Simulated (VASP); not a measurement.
A run of VASP 6.6.1:

File INCAR:

```
SYSTEM = LiCl
PREC = Accurate
ENCUT = 750
EDIFF = 1E-6
ISMEAR = 1
SIGMA = 0.033
LREAL = .FALSE.
LASPH = .TRUE.
NELM = 120
ALGO = Normal
ISIF = 2
LWAVE = .FALSE.
LCHARG = .FALSE.
GGA = PE
NBANDS = 12
GGA_COMPAT = .FALSE.
```

Contents of KPOINTS:

```
regular mesh
0
G
  8 8 8
  0 0 0
```

Contents of POSCAR:

```
LiCl
1.0
    0.0000000000      2.6340020000      2.6340020000
    2.6340020000      0.0000000000      2.6340020000
    2.6340020000      2.6340020000      0.0000000000
Li Cl
1 1
Direct
    0.0000000000      0.0000000000      0.0000000000
    0.5000000000      0.5000000000      0.5000000000
```

Potentials or basis: VASP PAW PBE potentials, release 64 (Li_sv, Cl).

The run is started by

```bash
$ cat potpaw_PBE.64/Li_sv/POTCAR potpaw_PBE.64/Cl/POTCAR > POTCAR
$ mpirun -np 1 vasp_std > vasp.out
```

Hardware: 1 thread of Intel Xeon 8259CL, on a shared host.

**Question.** How long does it take, and how much memory?

**Answer.** Run time: 43 s on 1 thread of Intel Xeon 8259CL (shared host), peak memory 0.2 GiB. Counts: scf iterations 12, k points 29.
